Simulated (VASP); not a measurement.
# Sn (I4_1/amd) in VASP: a series of runs

Sn is run at these levels: r2SCAN; tasks: single point.

Program: VASP 6.6.1. These are calculated values, not measurements. Logs are shortened: lines on timing, memory, paths and dates and some standing lists are left out, and cuts for length are marked.

### 1 The cell of the first run

It takes space group I4_1/amd (No. 141, tetragonal). The conventional cell has a = 5.839 Å, b = 5.839 Å, c = 3.188 Å, α = 90.00°, β = 90.00°, γ = 90.00°. Sn (site symmetry -4m2) has 10 Sn at 3.03 to 3.77 Å within 4.0 Å.

### 2 Single point, r2SCAN

Input file POSCAR:

```
Sn
1.0
   -2.9196440750      2.9196440750      1.5938000000
    2.9196440750     -2.9196440750      1.5938000000
    2.9196440750      2.9196440750     -1.5938000000
Sn
2
Direct
    0.0000000000      0.0000000000      0.0000000000
    0.7500000000      0.2500000000      0.5000000000
```

Input file INCAR.step1:

```
SYSTEM = Sn
  ALGO = Normal
  EDIFF = 1E-4
  ENCUT = 520
  GGA = PE
  ISMEAR = 0
  LASPH = .True.
  LCHARG = .False.
  LREAL = .False.
  LWAVE = .True.
  NBANDS = 21
  NELM = 100
  PREC = Accurate
  SIGMA = 0.1
```

Input file INCAR.step2:

```
SYSTEM = Sn
  ALGO = Normal
  EDIFF = 1E-7
  ENCUT = 520
  ISIF = 2
  ISMEAR = 0
  ISTART = 1
  LASPH = .True.
  LCHARG = .False.
  LMIXTAU = .True.
  LREAL = .False.
  LWAVE = .False.
  METAGGA = R2SCAN
  NBANDS = 21
  NELM = 100
  PREC = Accurate
  SIGMA = 0.1
```

Input file KPOINTS:

```
k-points
0
Gamma
  6 6 6
  0 0 0
```

Potentials or basis: VASP PAW PBE potentials, release 64 (Sn_d).

Command:

```
cat potpaw_PBE.64/Sn_d/POTCAR > POTCAR
cp INCAR.step1 INCAR
mpirun -np 1 vasp_std > vasp.out
cp INCAR.step2 INCAR
mpirun -np 1 vasp_std > vasp.out
```

OUTCAR:

```text
SYSTEM = Sn
   EDIFF = 1E-7
   ENCUT = 520
   ISIF = 2
   ISMEAR = 0
   ISTART = 1
   LASPH = .True.
   LREAL = .False.
   METAGGA = R2SCAN
   NELM = 100
   PREC = Accurate

 ion  position               nearest neighbor table
   1  0.000  0.000  0.000-   2 3.03   2 3.03   2 3.03   2 3.03
   2  0.750  0.250  0.500-   1 3.03   1 3.03   1 3.03   1 3.03

  LATTYP: Found a body centered tetragonal cell.
 ALAT       =     5.8392881500
 C/A-ratio  =     0.5458884573

  Lattice vectors:

 A1 = (  -2.9196440750,   2.9196440750,   1.5938000000)
 A2 = (   2.9196440750,  -2.9196440750,   1.5938000000)
 A3 = (   2.9196440750,   2.9196440750,  -1.5938000000)

Analysis of symmetry for initial positions (statically):
=====================================================================
 Subroutine PRICEL returns:
 Original cell was already a primitive cell.

 Routine SETGRP: Setting up the symmetry group for a
 body centered tetragonal supercell.

 Subroutine GETGRP returns: Found 16 space group operations
 (whereof  8 operations were pure point group operations)
 out of a pool of 16 trial point group operations.

The static configuration has the point symmetry D_2d.
 The point group associated with its full space group is D_4h.

Analysis of symmetry for dynamics (positions and initial velocities):
=====================================================================
 Subroutine PRICEL returns:
 Original cell was already a primitive cell.

 Routine SETGRP: Setting up the symmetry group for a
 body centered tetragonal supercell.

 Subroutine GETGRP returns: Found 16 space group operations
 (whereof  8 operations were pure point group operations)
 out of a pool of 16 trial point group operations.

The dynamic configuration has the point symmetry D_2d.
 The point group associated with its full space group is D_4h.

 Subroutine INISYM returns: Found 16 space group operations
 (whereof  8 operations are pure point group operations),
 and found     1 'primitive' translations

----------------------------------------------------------------------------------------

                                     Primitive cell

  volume of cell :      54.3443

  direct lattice vectors                    reciprocal lattice vectors
    -2.919644075  2.919644075  1.593800000     0.000000000  0.171253751  0.313715648
     2.919644075 -2.919644075  1.593800000     0.171253751  0.000000000  0.313715648
     2.919644075  2.919644075 -1.593800000     0.171253751  0.171253751  0.000000000

  length of vectors
     4.425928320  4.425928320  4.425928320     0.357414822  0.357414822  0.242189378

  position of ions in fractional coordinates (direct lattice)
     0.000000000  0.000000000  0.000000000
     0.750000000  0.250000000  0.500000000

  ion indices of the primitive-cell ions
   primitive index   ion index
                 1           1
                 2           2

----------------------------------------------------------------------------------------

 KPOINTS: k-points

Automatic generation of k-mesh.
 Grid dimensions read from file:
 generate k-points for:    6    6    6

 Generating k-lattice:

  Cartesian coordinates                     Fractional coordinates (reciprocal lattice)
     0.000000000  0.028542292  0.052285941     0.166666667 -0.000000000  0.000000000
     0.028542292  0.000000000  0.052285941    -0.000000000  0.166666667  0.000000000
     0.028542292  0.028542292  0.000000000     0.000000000  0.000000000  0.166666667

  Length of vectors
     0.059569137  0.059569137  0.040364896

  Shift w.r.t. Gamma in fractional coordinates (k-lattice)
     0.000000000  0.000000000  0.000000000

 Subroutine IBZKPT returns following result:
 ===========================================

 Found     30 irreducible k-points:

 Following reciprocal coordinates:
            Coordinates               Weight
  0.000000  0.000000  0.000000      1.000000
  0.166667  0.000000 -0.000000      8.000000
  0.333333  0.000000 -0.000000      8.000000
  0.500000  0.000000  0.000000      4.000000
  0.166667  0.166667 -0.000000      8.000000
  0.333333  0.166667  0.000000     16.000000
[... 16 lines left out ...]
 -0.333333 -0.333333  0.166667      8.000000
 -0.166667 -0.333333  0.166667      8.000000
 [... further k-points ...]
   k-points           NKPTS =     30   k-points in BZ     NKDIM =     30   number of bands    NBANDS=     21
   number of dos      NEDOS =    301   number of ions     NIONS =      2
   total plane-waves  NPLWV =  46656
   dimension x,y,z NGX =    36 NGY =   36 NGZ =   36
   dimension x,y,z NGXF=    72 NGYF=   72 NGZF=   72
   ions per type =               2
   NGX,Y,Z   is equivalent  to a cutoff of  13.52, 13.52, 13.52 a.u.
   NGXF,Y,Z  is equivalent  to a cutoff of  27.04, 27.04, 27.04 a.u.
 SYSTEM =  Sn
   PREC   = accura    normal or accurate (medium, high low for compatibility)
   ISTART =      1    job   : 0-new  1-cont  2-samecut
   ICHARG =      0    charge: 1-file 2-atom 10-const
   ISPIN  =      1    spin polarized calculation?
   LNONCOLLINEAR =      F non collinear calculations
   LSORBIT =      F    spin-orbit coupling
   LASPH  =      T    aspherical Exc in radial PAW
   ENCUT  =  520.0 eV  38.22 Ry    6.18 a.u.   8.23  8.23  8.23*2*pi/ulx,y,z
   NELM   =    100;   NELMIN=  2; NELMDL=  0     # of ELM steps
   EDIFF  = 0.1E-06   stopping-criterion for ELM
   LREAL  =      F    real-space projection
   EDIFFG = 0.1E-05   stopping-criterion for IOM
   NSW    =      0    number of steps for IOM
   IBRION =     -1    ionic relax: 0-MD 1-quasi-New 2-CG
   NFREE  =      0    steps in history (QN), initial steepest desc. (CG)
   ISIF   =      2    stress and relaxation
   ISYM   =      2    0-nonsym 1-usesym 2-fastsym
   POTIM  = 0.5000    time-step for ionic-motion
   TEBEG  =    0.0;   TEEND  =   0.0 temperature during run
   PSTRESS=    0.0 pullay stress
   NELECT =      28.0000    total number of electrons
   NUPDOWN=      -1.0000    fix difference up-down
   EMIN   =  10.00;   EMAX   =-10.00  energy-range for DOS
   EFERMI =   0.00;   METHOD = LEGACY
   ISMEAR =     0;   SIGMA  =   0.10  broadening in eV -4-tet -1-fermi 0-gaus
   EFERMI_NEDOS =   21; number of points for ismear=-14 and -15
   IALGO  =     38    algorithm
   IMIX   =      4    mixing-type and parameters
     AMIX     =   0.40;   BMIX     =  1.00
     AMIX_MAG =   1.60;   BMIX_MAG =  1.00
  volume/ion in A,a.u.               =      27.17       183.37
  Fermi-wavevector in a.u.,A,eV,Ry     =   1.312430  2.480134 23.435677  1.722474
  Thomas-Fermi vector in A             =   2.442823
   LORBIT       =      0    0 simple, 1 ext, 2 COOP (PROOUT), +10 PAW based schemes
   METAGGA = R2SCAN    functional components
   LHFCALC =     F    Hartree Fock is set to
   AEXX    =    0.0000 exact exchange contribution
   IVDW    =     0    specifies the selected vdW correction
   LEPSILON=     F    determine dielectric tensor
   LRPA    =     F    only Hartree local field effects (RPA)
 non-spin polarized calculation
 Gauss-broadening in eV      SIGMA  =   0.10
  energy-cutoff  :      520.00
  volume of cell :       54.34
 maximum number of plane-waves:      1484
 NGX is ok and might be reduce to    36
   NGX = 17   NGY = 17   NGZ = 17

 number of electron      27.9999999 magnetization

 Free energy of the ion-electron system (eV)
  ---------------------------------------------------
  ext. energy  EPLUGINS =         0.00000000
  ---------------------------------------------------
  free energy    TOTEN  =       -49.23309356 eV

  energy without entropy =      -49.22848568  energy(sigma->0) =      -49.23078962

 E-fermi :   8.0837     XC(G=0): -11.1203

 val. band max:        8.0241787730   @ k =  -0.3333   0.3333   0.1667
 cond. band min:       8.1032458374   @ k =  -0.1667   0.3333   0.1667
 fundamental gap:      0.0790670644
 Fermi energy:         8.0836900792

 k-point     1 :       0.0000    0.0000    0.0000
  band No.  band energies     occupation
      1     -14.4552      2.00000
      2     -14.3704      2.00000
      3     -14.3145      2.00000
      4     -14.3141      2.00000
      5     -14.1476      2.00000
      6     -14.1476      2.00000
[... 13 lines left out ...]
     20      18.2417      0.00000
     21      18.8749      0.00000

 k-point     2 :       0.1667    0.0000   -0.0000
  band No.  band energies     occupation
      1     -14.4372      2.00000
      2     -14.3177      2.00000
      3     -14.2943      2.00000
      4     -14.2558      2.00000
      5     -14.1818      2.00000
      6     -14.1656      2.00000
[... 13 lines left out ...]
     20      16.5176      0.00000
     21      16.9206      0.00000

 k-point     3 :       0.3333    0.0000   -0.0000
  band No.  band energies     occupation
      1     -14.3979      2.00000
      2     -14.2666      2.00000
      3     -14.2627      2.00000
      4     -14.2500      2.00000
      5     -14.2182      2.00000
      6     -14.1821      2.00000
[... 13 lines left out ...]
     20      15.0221      0.00000
     21      17.9658      0.00000

 k-point     4 :       0.5000    0.0000    0.0000
  band No.  band energies     occupation
      1     -14.3754      2.00000
      2     -14.3009      2.00000
      3     -14.2811      2.00000
      4     -14.2423      2.00000
      5     -14.2009      2.00000
      6     -14.1994      2.00000
[... 13 lines left out ...]
     20      18.0591      0.00000
     21      18.5493      0.00000

 k-point     5 :       0.1667    0.1667   -0.0000
  band No.  band energies     occupation
      1     -14.4113      2.00000
      2     -14.2703      2.00000
      3     -14.2650      2.00000
      4     -14.2159      2.00000
      5     -14.2080      2.00000
      6     -14.1971      2.00000
[... 13 lines left out ...]
     20      15.7167      0.00000
     21      16.2265      0.00000
[... 382 lines left out ...]
     20      18.9228      0.00000
     21      19.9856      0.00000

 k-point    22 :      -0.1667    0.5000    0.1667
  band No.  band energies     occupation
      1     -14.3562      2.00000
      2     -14.2853      2.00000
      3     -14.2501      2.00000
      4     -14.2432      2.00000
      5     -14.1914      2.00000
      6     -14.1832      2.00000
[... 13 lines left out ...]
     20      18.8665      0.00000
     21      18.9376      0.00000

 k-point    23 :      -0.3333   -0.3333    0.1667
  band No.  band energies     occupation
      1     -14.3572      2.00000
      2     -14.2812      2.00000
      3     -14.2207      2.00000
      4     -14.2124      2.00000
      5     -14.2039      2.00000
      6     -14.1810      2.00000
[... 13 lines left out ...]
     20      18.3989      0.00000
     21      19.3060      0.00000

 k-point    24 :      -0.1667   -0.3333    0.1667
  band No.  band energies     occupation
      1     -14.3857      2.00000
      2     -14.2723      2.00000
      3     -14.2616      2.00000
      4     -14.2285      2.00000
      5     -14.2189      2.00000
      6     -14.1984      2.00000
[... 13 lines left out ...]
     20      17.6271      0.00000
     21      19.5534      0.00000

 [... further k-points ...]
[... 5 lines left out ...]
  --------------------------------------------------------------------------------------
  -------------------------------------------------------------------------------------
  Total        0.4899002      0.4899002     -0.1915469      0.0000000      0.0000000      0.0000000
  in kB       14.4432381     14.4432381     -5.6471870      0.0000000      0.0000000      0.0000000
  external PRESSURE =       7.7464297 kB  Pullay stress =       0.0000000 kB

 VOLUME and BASIS-vectors are now :
 -----------------------------------------------------------------------------
  energy-cutoff  :      520.00
  volume of cell :       54.34
      direct lattice vectors                 reciprocal lattice vectors
    -2.919644075  2.919644075  1.593800000     0.000000000  0.171253751  0.313715648
     2.919644075 -2.919644075  1.593800000     0.171253751  0.000000000  0.313715648
     2.919644075  2.919644075 -1.593800000     0.171253751  0.171253751  0.000000000

 POSITION                                       TOTAL-FORCE (eV/Angst)
 -----------------------------------------------------------------------------------
      0.00000      0.00000      0.00000        -0.000000      0.000000      0.000000
      0.00000      2.91964      0.79690         0.000000     -0.000000     -0.000000
 -----------------------------------------------------------------------------------
    total drift:                               -0.000000      0.000000     -0.000000

  FREE ENERGIE OF THE ION-ELECTRON SYSTEM (eV)
  ---------------------------------------------------
  free  energy   TOTEN  =       -49.2330935588 eV

  energy  without entropy=      -49.2284856817  energy(sigma->0) =      -49.23078962
```

Wall time 68 s (1 thread of Intel Xeon 6975P-C (Granite Rapids), shared host); peak memory 0.22 GiB.

Results:

```yaml
Free_energy: -49.2331 eV
Pressure: 0.8 GPa
Band_gap_on_the_k_mesh: zero (band 14 reaches 9.03 eV, above the bottom of band 15 at 4.94 eV)
```

Stress tensor (GPa, compression positive):
```
 1.44  0.00  0.00
 0.00  1.44  0.00
 0.00  0.00 -0.56
```

Caveat: the k points lie up to 0.37 Å⁻¹ apart; the PAW data sets were made with another functional, which shifts forces and pressure a little; spin-orbit coupling is left out, which moves the levels of the heavy elements.

### 3 Single point, r2SCAN

This run uses another cell than the first one, of 23.92 Å³/atom, 0.880 times its volume.

Input file POSCAR:

```
Sn
1.0
   -2.8098236133      2.8098236133      1.5145481832
    2.8098236133     -2.8098236133      1.5145481832
    2.8098236133      2.8098236133     -1.5145481832
Sn
2
Direct
    0.0000000000      0.0000000000      0.0000000000
    0.7500000000      0.2500000000      0.5000000000
```

INCAR.step1, as its differences from that of step 2:

```diff
@@ -11,3 +11,3 @@
   NBANDS = 21
-  NELM = 100
+  NELM = 60
   PREC = Accurate
```

Input file INCAR.step2:

```
SYSTEM = Sn
  ALGO = Normal
  EDIFF = 1E-6
  ENCUT = 520
  ISIF = 2
  ISMEAR = 0
  ISTART = 1
  LASPH = .True.
  LCHARG = .True.
  LELF = .True.
  LMIXTAU = .True.
  LREAL = .False.
  LVHAR = .True.
  LWAVE = .False.
  METAGGA = R2SCAN
  NBANDS = 21
  NELM = 60
  PREC = Accurate
  SIGMA = 0.1
```

Input file KPOINTS:

```
k-points
0
Gamma
  16 16 16
  0 0 0
```

Potentials or basis: VASP PAW PBE potentials, release 64 (Sn_d).

Command:

```
cat potpaw_PBE.64/Sn_d/POTCAR > POTCAR
cp INCAR.step1 INCAR
mpirun -np 1 vasp_std > vasp.out
cp INCAR.step2 INCAR
mpirun -np 1 vasp_std > vasp.out
```

Run time: 5.4 min. Hardware: 1 thread of Intel Xeon 6975P-C (Granite Rapids), shared host; peak memory 0.38 GiB.

The run converged. Its results:

```
Free energy            : -49.0290 eV
Pressure               : 10.9 GPa
Band gap on the k mesh : zero (band 14 reaches 11.54 eV, above the bottom of band 15 at 6.30 eV)
```

Levels at points of the mesh, in eV from the Fermi level:
| k point | band 11 | band 12 | band 13 | band 14 | band 15 | band 16 | band 17 | band 18 |
| --- | --- | --- | --- | --- | --- | --- | --- | --- |
| (0.00, 0.00, 0.00) | -12.75 | -3.39 | -2.62 | -2.62 | 3.08 | 7.11 | 7.11 | 8.35 |
| (0.50, 0.00, 0.00) | -7.43 | -6.15 | -2.26 | -2.21 | -1.50 | 2.36 | 3.34 | 5.61 |
| (0.50, 0.50, 0.00) | -10.13 | -10.13 | 0.44 | 0.44 | 1.95 | 1.95 | 7.16 | 7.16 |
| (0.50, 0.50, 0.50) | -8.33 | -8.33 | -5.88 | -5.88 | 6.01 | 6.01 | 11.10 | 11.10 |

Caveat: the PAW data sets were made with another functional, which shifts forces and pressure a little; spin-orbit coupling is left out, which moves the levels of the heavy elements.

### 4 Single point, r2SCAN

This run uses another cell than the first one, of 23.93 Å³/atom, 0.881 times its volume.

Input file POSCAR:

```
Sn
1.0
   -2.8103854637      2.8103854637      1.5151319622
    2.8103854637     -2.8103854637      1.5151319622
    2.8103854637      2.8103854637     -1.5151319622
Sn
2
Direct
    0.0000000000      0.0000000000      0.0000000000
    0.7500000000      0.2500000000      0.5000000000
```

Input file INCAR.step1:

```
SYSTEM = Sn
PREC = Accurate ; ENCUT = 520
ISMEAR = -1 ; SIGMA = 0.15
LREAL = .FALSE. ; LASPH = .TRUE.
NELM = 60 ; NBANDS = 21
GGA = PE ; ALGO = Normal
EDIFF = 1E-4 ; LWAVE = .TRUE.
LCHARG = .FALSE.
```

Input file INCAR.step2:

```
SYSTEM = Sn
PREC = Accurate ; ENCUT = 520
EDIFF = 1E-7 ; ISMEAR = -1
SIGMA = 0.15 ; LREAL = .FALSE.
LASPH = .TRUE. ; NELM = 60
ALGO = Normal ; ISIF = 2
LWAVE = .FALSE. ; LCHARG = .FALSE.
METAGGA = R2SCAN ; LMIXTAU = .TRUE.
NBANDS = 21 ; ISTART = 1
```

Input file KPOINTS:

```
regular mesh
0
G
  16 16 16
  0 0 0
```

Command:

```
cat potpaw_PBE.64/Sn_d/POTCAR > POTCAR
cp INCAR.step1 INCAR
mpirun -np 1 vasp_std > vasp.out
cp INCAR.step2 INCAR
mpirun -np 1 vasp_std > vasp.out
```

Wall time 7.4 min (1 thread of Intel Xeon 6975P-C (Granite Rapids), shared host); peak memory 0.38 GiB.

Results (log left out):

| Item | Value |
| --- | --- |
| Free energy | -49.0563 eV |
| Pressure | 10.9 GPa |
| Band gap on the k mesh | zero (band 14 reaches 11.53 eV, above the bottom of band 15 at 6.29 eV) |

Levels at points of the mesh, in eV from the Fermi level:
| k point | band 12 | band 13 | band 14 | band 15 | band 16 | band 17 |
| --- | --- | --- | --- | --- | --- | --- |
| (0.00, 0.00, 0.00) | -3.39 | -2.61 | -2.61 | 3.08 | 7.10 | 7.10 |
| (0.50, 0.00, 0.00) | -6.15 | -2.26 | -2.21 | -1.49 | 2.36 | 3.34 |
| (0.50, 0.50, 0.00) | -10.12 | 0.45 | 0.45 | 1.95 | 1.95 | 7.15 |
| (0.50, 0.50, 0.50) | -8.32 | -5.87 | -5.87 | 6.01 | 6.01 | 11.10 |

Caveat: the PAW data sets were made with another functional, which shifts forces and pressure a little; spin-orbit coupling is left out, which moves the levels of the heavy elements.

### 5 The runs side by side

| cell | k mesh | smearing | gap on the mesh (eV) | pressure (GPa) |
| --- | --- | --- | --- | --- |
| a = 4.426 Å, angles 97.5, 97.5, 137.8°, 2 atoms | 6 × 6 × 6 | gaussian 0.1 eV | none | 0.8 |
| a = 4.253 Å, angles 97.3, 97.3, 138.3°, 2 atoms | 16 × 16 × 16 | gaussian 0.1 eV | none | 10.9 |
| a = 4.253 Å, angles 97.3, 97.3, 138.3°, 2 atoms | 16 × 16 × 16 | fermi-dirac 0.15 eV | none | 10.9 |

Alike in all rows: task single point; level r2SCAN; potentials or basis VASP PAW PBE potentials, release 64 (Sn_d); no spin polarisation; cutoff (eV) 520.

Caveats: some runs use coarse meshes; the PAW data sets were made with another functional, which shifts forces and pressure a little; spin-orbit coupling is left out, which moves the levels of the heavy elements.

Absolute energies hang on the potentials; compare differences alone.
